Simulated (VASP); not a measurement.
# HfB (I4mm) in VASP: further runs

HfB is run at these levels: PBE; tasks: single point.

All numbers are computed with VASP 6.6.1; they aren't measurements. Logs are shortened: lines on timing, memory, paths and dates and some standing lists are left out, and cuts for length are marked.

**1. The cell of the first run**

The structure is tetragonal, space group I4mm (No. 107). Conventional cell: a = 3.267 Å, b = 3.267 Å, c = 4.620 Å, α = 90.00°, β = 90.00°, γ = 90.00°. Within 2.5 Å of Hf (site symmetry 4mm) lie 5 B at 1.89 to 2.35 Å. B (site symmetry 4mm) has 5 Hf at 1.89 to 2.35 Å within 2.5 Å.

**2. Single point, PBE (shortest bond scaled by 0.82)**

INCAR

```
SYSTEM = HfB
ALGO = Normal ; EDIFF = 1E-6
ENCUT = 500 ; GGA = PE
GGA_COMPAT = .False. ; ISIF = 2
ISMEAR = -1 ; LASPH = .True.
LCHARG = .True. ; LELF = .True.
LREAL = .False. ; LVHAR = .True.
LWAVE = .False. ; NBANDS = 14
NELM = 120 ; PREC = Accurate
SIGMA = 0.05
```

KPOINTS

```
k-points
0
Gamma
  11 11 11
  0 0 0
```

POSCAR

```
HfB
1.0
    0.0000000000      2.3100000000      2.3100000000
    2.3100000000      0.0000000000      2.3100000000
    2.3100000000      2.3100000000      0.0000000000
Hf B
1 1
Direct
    0.4550000000      0.4550000000      0.5450000000
    0.0450000000      0.0450000000     -0.0450000000
```

Potentials or basis: VASP PAW PBE potentials, release 64 (Hf_pv, B).

The run is started by

```bash
$ cat potpaw_PBE.64/Hf_pv/POTCAR potpaw_PBE.64/B/POTCAR > POTCAR
$ mpirun -np 1 vasp_std > vasp.out
```

OUTCAR:

```text
SYSTEM = HfB
   EDIFF = 1E-6
   ENCUT = 500
   GGA = PE
   ISIF = 2
   ISMEAR = -1
   LASPH = .True.
   LREAL = .False.
   NELM = 120
   PREC = Accurate

 ion  position               nearest neighbor table
   1  0.455  0.455  0.545-   2 1.89   2 2.35   2 2.35   2 2.35   2 2.35   2 2.73
   2  0.045  0.045  0.955-   1 1.89   1 2.35   1 2.35   1 2.35   1 2.35   1 2.73

  LATTYP: Found a face centered cubic cell.
 ALAT       =     4.6200000000

  Lattice vectors:

 A1 = (   0.0000000000,   2.3100000000,   2.3100000000)
 A2 = (   2.3100000000,   0.0000000000,   2.3100000000)
 A3 = (   2.3100000000,   2.3100000000,   0.0000000000)

Analysis of symmetry for initial positions (statically):
=====================================================================
 Subroutine PRICEL returns:
 Original cell was already a primitive cell.

 Routine SETGRP: Setting up the symmetry group for a
 face centered cubic supercell.

 Subroutine GETGRP returns: Found  8 space group operations
 (whereof  8 operations were pure point group operations)
 out of a pool of 48 trial point group operations.

The static configuration has the point symmetry C_4v.

Analysis of symmetry for dynamics (positions and initial velocities):
=====================================================================
 Subroutine PRICEL returns:
 Original cell was already a primitive cell.

 Routine SETGRP: Setting up the symmetry group for a
 face centered cubic supercell.

 Subroutine GETGRP returns: Found  8 space group operations
 (whereof  8 operations were pure point group operations)
 out of a pool of 48 trial point group operations.

The dynamic configuration has the point symmetry C_4v.

 Subroutine INISYM returns: Found  8 space group operations
 (whereof  8 operations are pure point group operations),
 and found     1 'primitive' translations

----------------------------------------------------------------------------------------

                                     Primitive cell

  volume of cell :      24.6528

  direct lattice vectors                    reciprocal lattice vectors
     0.000000000  2.310000000  2.310000000    -0.216450216  0.216450216  0.216450216
     2.310000000  0.000000000  2.310000000     0.216450216 -0.216450216  0.216450216
     2.310000000  2.310000000  0.000000000     0.216450216  0.216450216 -0.216450216

  length of vectors
     3.266833329  3.266833329  3.266833329     0.374902772  0.374902772  0.374902772

  position of ions in fractional coordinates (direct lattice)
     0.455000000  0.455000000  0.545000000
     0.045000000  0.045000000  0.955000000

  ion indices of the primitive-cell ions
   primitive index   ion index
                 1           1
                 2           2

----------------------------------------------------------------------------------------

 KPOINTS: k-points

Automatic generation of k-mesh.
 Grid dimensions read from file:
 generate k-points for:   11   11   11

 Generating k-lattice:

  Cartesian coordinates                     Fractional coordinates (reciprocal lattice)
    -0.019677292  0.019677292  0.019677292     0.090909091  0.000000000  0.000000000
     0.019677292 -0.019677292  0.019677292     0.000000000  0.090909091  0.000000000
     0.019677292  0.019677292 -0.019677292     0.000000000  0.000000000  0.090909091

  Length of vectors
     0.034082070  0.034082070  0.034082070

  Shift w.r.t. Gamma in fractional coordinates (k-lattice)
     0.000000000  0.000000000  0.000000000

 Subroutine IBZKPT returns following result:
 ===========================================

 Found    126 irreducible k-points:

 Following reciprocal coordinates:
            Coordinates               Weight
  0.000000  0.000000  0.000000      1.000000
  0.090909  0.000000  0.000000      8.000000
  0.181818  0.000000  0.000000      8.000000
  0.272727  0.000000  0.000000      8.000000
  0.363636  0.000000  0.000000      8.000000
  0.454545  0.000000  0.000000      8.000000
[... 16 lines left out ...]
 -0.181818  0.090909  0.000000      8.000000
  0.000000 -0.181818  0.090909     16.000000
 [... further k-points ...]
   k-points           NKPTS =    126   k-points in BZ     NKDIM =    126   number of bands    NBANDS=     14
   number of dos      NEDOS =    301   number of ions     NIONS =      2
   total plane-waves  NPLWV =  13824
   dimension x,y,z NGX =    24 NGY =   24 NGZ =   24
   dimension x,y,z NGXF=    48 NGYF=   48 NGZF=   48
   ions per type =               1   1
   NGX,Y,Z   is equivalent  to a cutoff of  12.21, 12.21, 12.21 a.u.
   NGXF,Y,Z  is equivalent  to a cutoff of  24.43, 24.43, 24.43 a.u.
 SYSTEM =  HfB
   PREC   = accura    normal or accurate (medium, high low for compatibility)
   ISTART =      0    job   : 0-new  1-cont  2-samecut
   ICHARG =      2    charge: 1-file 2-atom 10-const
   ISPIN  =      1    spin polarized calculation?
   LNONCOLLINEAR =      F non collinear calculations
   LSORBIT =      F    spin-orbit coupling
   LASPH  =      T    aspherical Exc in radial PAW
   ENCUT  =  500.0 eV  36.75 Ry    6.06 a.u.   5.96  5.96  5.96*2*pi/ulx,y,z
   NELM   =    120;   NELMIN=  2; NELMDL= -5     # of ELM steps
   EDIFF  = 0.1E-05   stopping-criterion for ELM
   LREAL  =      F    real-space projection
   EDIFFG = 0.1E-04   stopping-criterion for IOM
   NSW    =      0    number of steps for IOM
   IBRION =     -1    ionic relax: 0-MD 1-quasi-New 2-CG
   NFREE  =      0    steps in history (QN), initial steepest desc. (CG)
   ISIF   =      2    stress and relaxation
   ISYM   =      2    0-nonsym 1-usesym 2-fastsym
   POTIM  = 0.5000    time-step for ionic-motion
   TEBEG  =    0.0;   TEEND  =   0.0 temperature during run
   PSTRESS=    0.0 pullay stress
   NELECT =      13.0000    total number of electrons
   NUPDOWN=      -1.0000    fix difference up-down
   EMIN   =  10.00;   EMAX   =-10.00  energy-range for DOS
[... 5 lines left out ...]
     AMIX     =   0.40;   BMIX     =  1.00
     AMIX_MAG =   1.60;   BMIX_MAG =  1.00
  volume/ion in A,a.u.               =      12.33        83.18
  Fermi-wavevector in a.u.,A,eV,Ry     =   1.322617  2.499383 23.800871  1.749315
  Thomas-Fermi vector in A             =   2.452285
   LORBIT       =      0    0 simple, 1 ext, 2 COOP (PROOUT), +10 PAW based schemes
   GGA     = PE    functional components
   LHFCALC =     F    Hartree Fock is set to
   AEXX    =    0.0000 exact exchange contribution
   IVDW    =     0    specifies the selected vdW correction
   LEPSILON=     F    determine dielectric tensor
   LRPA    =     F    only Hartree local field effects (RPA)
 non-spin polarized calculation
  energy-cutoff  :      500.00
  volume of cell :       24.65
 maximum number of plane-waves:       636
   NGX = 11   NGY = 11   NGZ = 11

 number of electron      13.0000001 magnetization

 Free energy of the ion-electron system (eV)
  ---------------------------------------------------
  ext. energy  EPLUGINS =         0.00000000
  ---------------------------------------------------
  free energy    TOTEN  =       -15.86220254 eV

  energy without entropy =      -15.85144389  energy(sigma->0) =      -15.85682322

 E-fermi :   5.1883     XC(G=0): -12.2455

 val. band max:        5.1873577895   @ k =  -0.4545   0.2727   0.0000
 cond. band min:       5.2186698572   @ k =   0.1818   0.0000   0.0000
 fundamental gap:      0.0313120677
 Fermi energy:         5.1883246601

 k-point     1 :       0.0000    0.0000    0.0000
  band No.  band energies     occupation
      1     -23.4614      2.00000
      2     -23.1830      2.00000
      3     -23.1830      2.00000
      4      -4.3212      2.00000
      5       5.5663      0.00104
      6       5.5663      0.00104
      7       6.3844      0.00000
      8       7.4367      0.00000
      9       9.4393      0.00000
     10      11.2655      0.00000
     11      11.2655      0.00000
     12      13.2220      0.00000
     13      16.4377      0.00000
     14      17.5343      0.00000

 k-point     2 :       0.0909    0.0000    0.0000
  band No.  band energies     occupation
      1     -23.4902      2.00000
      2     -23.2237      2.00000
      3     -23.1902      2.00000
      4      -4.0820      2.00000
      5       5.1237      1.56896
      6       5.5200      0.00263
      7       6.4010      0.00000
      8       7.4639      0.00000
      9       8.8838      0.00000
     10      10.8044      0.00000
     11      12.3348      0.00000
     12      14.1262      0.00000
     13      17.0581      0.00000
     14      17.8220      0.00000

 k-point     3 :       0.1818    0.0000    0.0000
  band No.  band energies     occupation
      1     -23.5925      2.00000
      2     -23.3040      2.00000
      3     -23.2094      2.00000
      4      -3.4079      2.00000
      5       4.2498      2.00000
      6       5.2187      0.70553
      7       5.9181      0.00000
      8       7.8751      0.00000
      9       8.6652      0.00000
     10      10.4713      0.00000
     11      14.1927      0.00000
     12      15.7295      0.00000
     13      18.2579      0.00000
     14      18.7828      0.00000

 k-point     4 :       0.2727    0.0000    0.0000
  band No.  band energies     occupation
      1     -23.7631      2.00000
      2     -23.3647      2.00000
      3     -23.2343      2.00000
      4      -2.4202      2.00000
      5       3.2920      2.00000
      6       4.6596      1.99995
      7       5.1100      1.65475
      8       8.7271      0.00000
      9       9.2926      0.00000
     10      10.6094      0.00000
     11      16.0547      0.00000
     12      17.0982      0.00000
     13      18.2967      0.00000
     14      20.2891      0.00000

 k-point     5 :       0.3636    0.0000    0.0000
  band No.  band energies     occupation
      1     -23.9316      2.00000
      2     -23.4016      2.00000
      3     -23.2571      2.00000
      4      -1.2979      2.00000
      5       2.3471      2.00000
      6       4.1478      2.00000
      7       4.4411      2.00000
      8       9.7737      0.00000
      9      10.4233      0.00000
     10      11.2222      0.00000
     11      15.7225      0.00000
[... 276 lines left out ...]
 k-point    22 :       0.0000   -0.2727    0.0909
  band No.  band energies     occupation
      1     -23.8374      2.00000
      2     -23.3703      2.00000
      3     -23.2813      2.00000
      4      -1.8738      2.00000
      5       2.9702      2.00000
      6       4.3361      2.00000
      7       4.5829      1.99999
      8       8.8358      0.00000
      9      10.3857      0.00000
     10      11.3746      0.00000
     11      15.5379      0.00000
     12      16.3487      0.00000
     13      19.3290      0.00000
     14      20.3067      0.00000

 k-point    23 :      -0.1818    0.0909    0.0000
  band No.  band energies     occupation
      1     -23.6066      2.00000
      2     -23.4271      2.00000
      3     -23.2070      2.00000
      4      -2.9351      2.00000
      5       3.6384      2.00000
      6       4.9333      1.98790
      7       6.3056      0.00000
      8       7.9110      0.00000
      9       8.2179      0.00000
     10      10.6020      0.00000
     11      15.9501      0.00000
     12      15.9800      0.00000
     13      18.5435      0.00000
     14      19.7842      0.00000

 k-point    24 :       0.0000   -0.1818    0.0909
  band No.  band energies     occupation
      1     -23.6790      2.00000
      2     -23.3077      2.00000
      3     -23.2560      2.00000
      4      -2.9133      2.00000
      5       3.9993      2.00000
      6       4.7399      1.99975
      7       5.2586      0.39368
      8       7.9279      0.00000
      9       9.3864      0.00000
     10      11.4299      0.00000
     11      13.7617      0.00000
     12      16.8124      0.00000
     13      18.6445      0.00000
     14      19.6605      0.00000

 [... further k-points ...]
[... 5 lines left out ...]
  --------------------------------------------------------------------------------------
  -------------------------------------------------------------------------------------
  Total        3.8487728      3.8487728     12.6390793      0.0000000      0.0000000      0.0000000
  in kB      250.1306572    250.1306572    821.4101864      0.0000000      0.0000000      0.0000000
  external PRESSURE =     440.5571669 kB  Pullay stress =       0.0000000 kB

 VOLUME and BASIS-vectors are now :
 -----------------------------------------------------------------------------
  energy-cutoff  :      500.00
  volume of cell :       24.65
      direct lattice vectors                 reciprocal lattice vectors
     0.000000000  2.310000000  2.310000000    -0.216450216  0.216450216  0.216450216
     2.310000000  0.000000000  2.310000000     0.216450216 -0.216450216  0.216450216
     2.310000000  2.310000000  0.000000000     0.216450216  0.216450216 -0.216450216

 POSITION                                       TOTAL-FORCE (eV/Angst)
 -----------------------------------------------------------------------------------
      2.31000      2.31000      2.10210         0.000000      0.000000      7.411644
      2.31000      2.31000      0.20790         0.000000      0.000000     -7.411644
 -----------------------------------------------------------------------------------
    total drift:                               -0.000000     -0.000000      0.000232

  FREE ENERGIE OF THE ION-ELECTRON SYSTEM (eV)
  ---------------------------------------------------
  free  energy   TOTEN  =       -15.8622025444 eV

  energy  without entropy=      -15.8514438925  energy(sigma->0) =      -15.85682322
```

It took 15 s on 1 thread of AMD EPYC 9R45 (Zen 5), shared host; peak memory 0.13 GiB.

What came out:

| Property | Result |
| --- | --- |
| Free energy | -15.8622 eV |
| Pressure | 44.1 GPa |
| Largest force | 7.412 eV/Å |

Forces on the atoms (eV/Å):
```
Hf   0.000  0.000  7.412
B    0.000  0.000 -7.412
```

Stress tensor (GPa, compression positive):
```
25.01  0.00  0.00
 0.00 25.01  0.00
 0.00  0.00 82.14
```

Levels at points of the mesh, in eV from the Fermi level:
| k point | band 3 | band 4 | band 5 | band 6 | band 7 | band 8 | band 9 | band 10 |
| --- | --- | --- | --- | --- | --- | --- | --- | --- |
| (0.00, 0.00, 0.00) | -28.37 | -9.51 | 0.38 | 0.38 | 1.20 | 2.25 | 4.25 | 6.08 |

Caveat: the cell differs from its parent crystal (shortest bond scaled by 0.82); spin-orbit coupling is left out, which moves the levels of the heavy elements; forces of over 1 eV/Å act on the atoms, so gaps and moduli don't describe the material at rest.

(Continued in part 2 of 2.)
